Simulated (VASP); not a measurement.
Input of a VASP 6.6.1 run:

Contents of POSCAR:

```
Sb
1.0
    3.4780244752      0.0000000000      0.0000000000
   -1.7390122376      3.0120575505      0.0000000000
    0.0000000000      0.0000000000      5.7842522898
Sb
2
Direct
    0.3333333333      0.6666666667      0.2500000000
    0.6666666667      0.3333333333      0.7500000000
```

Contents of INCAR.step1:

```
SYSTEM = Sb
PREC     = Accurate       ! precision mode
ENCUT    = 520            ! plane-wave cutoff, eV
ISMEAR   = -1             ! smearing method
SIGMA    = 0.1            ! smearing width, eV
LREAL    = .FALSE.        ! projectors in reciprocal space
LASPH    = .TRUE.         ! aspherical terms in the spheres
NELM     = 80             ! most SCF steps
NBANDS   = 12             ! bands
GGA      = PE             ! functional
ALGO     = Normal         ! electronic algorithm
EDIFF    = 1E-4           ! SCF threshold, eV
LWAVE    = .TRUE.         ! write WAVECAR
LCHARG   = .FALSE.        ! write CHGCAR
```

The input INCAR.step2:

```
SYSTEM = Sb
PREC     = Accurate       ! precision mode
ENCUT    = 520            ! plane-wave cutoff, eV
EDIFF    = 1E-7           ! SCF threshold, eV
ISMEAR   = -1             ! smearing method
SIGMA    = 0.1            ! smearing width, eV
LREAL    = .FALSE.        ! projectors in reciprocal space
LASPH    = .TRUE.         ! aspherical terms in the spheres
NELM     = 80             ! most SCF steps
ALGO     = Normal         ! electronic algorithm
ISIF     = 2              ! what is computed and relaxed
LWAVE    = .FALSE.        ! write WAVECAR
LCHARG   = .FALSE.        ! write CHGCAR
METAGGA  = R2SCAN         ! meta-GGA
LMIXTAU  = .TRUE.       
NBANDS   = 12             ! bands
ISTART   = 1
```

KPOINTS

```
regular mesh
0
G
  12 12 7
  0 0 0
```

Potentials or basis: VASP PAW PBE potentials, release 64 (Sb).

The run is started by

```console
$ cat potpaw_PBE.64/Sb/POTCAR > POTCAR
$ cp INCAR.step1 INCAR
$ mpirun -np 1 vasp_std > vasp.out
$ cp INCAR.step2 INCAR
$ mpirun -np 1 vasp_std > vasp.out
```

Task: What does it give for the band gap on the k mesh?

Result: Zero (band 5 reaches 10.90 eV, above the bottom of band 6 at 4.34 eV).

Task: Estimate the pressure.

Result: -5.3 GPa.

Stress tensor (GPa, compression positive):
```
-5.63  0.00  0.00
 0.00 -5.63  0.00
 0.00  0.00 -4.71
```

Caveat: the PAW data sets were made with another functional, which shifts forces and pressure a little; spin-orbit coupling is left out, which moves the levels of the heavy elements.
